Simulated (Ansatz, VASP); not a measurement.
CdS: VASP beside Ansatz

INCAR

```
SYSTEM = CdS
ALGO     = Normal         ! electronic algorithm
EDIFF    = 1E-7           ! SCF threshold, eV
ENCUT    = 520            ! plane-wave cutoff, eV
GGA      = PE             ! functional
GGA_COMPAT= .FALSE.      
ISIF     = 2              ! what is computed and relaxed
ISMEAR   = -1             ! smearing method
LASPH    = .TRUE.         ! aspherical terms in the spheres
LCHARG   = .TRUE.         ! write CHGCAR
LNONCOLLINEAR= .TRUE.         ! non-collinear magnetism
LORBIT   = 11             ! projections on sites
LORBMOM  = .TRUE.       
LREAL    = .FALSE.        ! projectors in reciprocal space
LSORBIT  = .TRUE.         ! spin-orbit coupling
LVHAR    = .TRUE.       
LWAVE    = .FALSE.        ! write WAVECAR
MAGMOM   = 0 0 0 0 0 0    ! initial moments
NBANDS   = 30             ! bands
NELM     = 150            ! most SCF steps
PREC     = Accurate       ! precision mode
SIGMA    = 0.05           ! smearing width, eV
```

Contents of KPOINTS:

```
k-points
0
G
  8 8 8
  0 0 0
```

The input POSCAR:

```
CdS
1.0
    0.0000000000      2.9548794012      2.9548794012
    2.9548794012      0.0000000000      2.9548794012
    2.9548794012      2.9548794012      0.0000000000
Cd S
1 1
Direct
    0.0000000000      0.0000000000      0.0000000000
    0.7500000000      0.7500000000      0.7500000000
```

input.yaml

```yaml
crystal:
  lattice:
    - [0.0, 2.9548794012, 2.9548794012]
    - [2.9548794012, 0.0, 2.9548794012]
    - [2.9548794012, 2.9548794012, 0.0]
  atoms:
    - { symbol: Cd, position: [0.0, 0.0, 0.0] }
    - { symbol: S, position: [0.75, 0.75, 0.75] }
hamiltonian:
  xc: pbe
  pseudopotentials: { kind: paw_fr }
magnetization:
  noncollinear: true
  spin_orbit: true
kpoints:
  mp_grid: { grid: [8, 8, 8] }
scf:
  occupations: { method: fermi_dirac, width: 0.05 }
output:
  forces: true
  stress: true
  eigenvalues: true
  write_density: true
  write_potential: true
  elf: true
  volumetric_format: npy
```

Alike in both runs: task single point; functional PBE; k mesh 8 × 8 × 8; occupations fermi-dirac, width 0.05 eV; non-collinear spin, spin-orbit coupling.

|  | VASP | Ansatz |
| --- | --- | --- |
| version | VASP 6.6.1 | Ansatz 0.2.0 |
| potentials or method | VASP PAW PBE potentials, release 64 (Cd, S) | Ansatz PAW |
| plane-wave cutoff (eV) | 520 | 420 |
| valence electrons in the cell | 18 | 26 |

VASP gave:

* pressure (GPa): 0.7
* net moment per atom (μB): 0.00

Task: Estimate Ansatz's values.

Result: Pressure (GPa): 0.4; net moment per atom (μB): 0.00.

With one functional, cell and mesh, what is left measures potentials, basis and numerics. VASP's potentials hold 18 valence electrons a cell and Ansatz's 26, so a difference there can come from the potentials and not from the codes.
